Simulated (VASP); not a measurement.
**HfN: single point with r2SCAN**

The system is HfN.

```
Hf N
1.0
     0.00000    2.33208    2.57756
     2.33208    0.00000    2.57756
     2.33208    2.33208    0.00000
Hf N
1 1
Direct
  0.00000 0.00000 0.00000
  0.75000 0.75000 0.75000
```

This cell differs from its parent crystal: strain -0.050 along x and y, +0.050 along z.

- Program: VASP 6.6.1
- Task: single point
- Functional: r2SCAN
- Potentials or basis: VASP PAW PBE potentials, release 64 (Hf_pv, N)
- Cutoff: 520 eV
- k mesh: 16 × 16 × 16
- Occupations: gaussian, width 0.15 eV
- Spin: no spin polarisation
- Dipole correction: no
- Further INCAR settings: ALGO = Normal; EDIFF = 1e-06; NBANDS = 14

The pressure is 7.6 GPa.

Stress tensor (GPa, compression positive):
```
13.85  0.00  0.00
 0.00 13.85  0.00
 0.00  0.00 -5.00
```

Levels at points of the mesh, in eV from the Fermi level:
| k point | band 4 | band 5 | band 6 | band 7 | band 8 | band 9 | band 10 | band 11 | band 12 | band 13 |
| --- | --- | --- | --- | --- | --- | --- | --- | --- | --- | --- |
| (0.00, 0.00, 0.00) | -17.55 | -6.27 | -5.93 | -5.93 | -0.68 | 1.89 | 3.21 | 5.93 | 7.76 | 7.76 |
| (0.50, 0.00, 0.00) | -16.36 | -6.26 | -5.71 | -5.11 | 1.49 | 2.99 | 3.35 | 4.54 | 5.78 | 6.13 |
| (0.50, 0.50, 0.00) | -15.87 | -7.65 | -3.81 | -3.81 | -1.77 | 2.29 | 4.63 | 5.00 | 5.00 | 10.15 |
| (0.50, 0.00, 0.50) | -16.00 | -7.45 | -4.34 | -4.00 | -1.09 | 2.23 | 4.95 | 4.99 | 5.33 | 11.39 |

Run time: 6.2 min on 1 thread of AMD EPYC 9R45 96-Core Processor (Zen 5), with other jobs on the host, peak memory 0.25 GiB.

Caveat: the cell differs from its parent crystal (strain -0.050 along x and y, +0.050 along z); the PAW data sets were made with another functional, which shifts forces and pressure a little; spin-orbit coupling is left out, which moves the levels of the heavy elements.
